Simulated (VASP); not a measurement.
Here is a VASP 6.6.1 calculation.

The input INCAR:

```
  ALGO = Normal
  EDIFF = 1E-6
  ENCUT = 520
  GGA = PE
  ISIF = 2
  ISMEAR = -1
  LASPH = T
  LCHARG = F
  LREAL = F
  LWAVE = F
  NBANDS = 11
  NELM = 100
  PREC = Accurate
  SIGMA = 0.02
```

The input KPOINTS:

```
k-points
0
Gamma
  12 12 12
```

POSCAR

```
BN
1.0
    0.0000000000      1.8228737197      1.8228737197
    1.8228737197      0.0000000000      1.8228737197
    1.8228737197      1.8228737197      0.0000000000
B N
1 1
Direct
    0.0000000000      0.0000000000      0.0000000000
    0.2500000000      0.2500000000      0.2500000000
```

Potentials or basis: VASP PAW PBE potentials, release 64 (B, N).

Command:

```sh
$ cat potpaw_PBE.64/B/POTCAR potpaw_PBE.64/N/POTCAR > POTCAR
$ mpirun -np 1 vasp_std > vasp.out
```

Task: Predict the band gap on the k mesh.

Result: 4.43 eV, indirect (least direct gap 8.70 eV).

Task: Predict the pressure.

Result: -6.1 GPa.

Caveat: the cell differs from its parent crystal (strain +1.0%). A k mesh can miss the band edges.
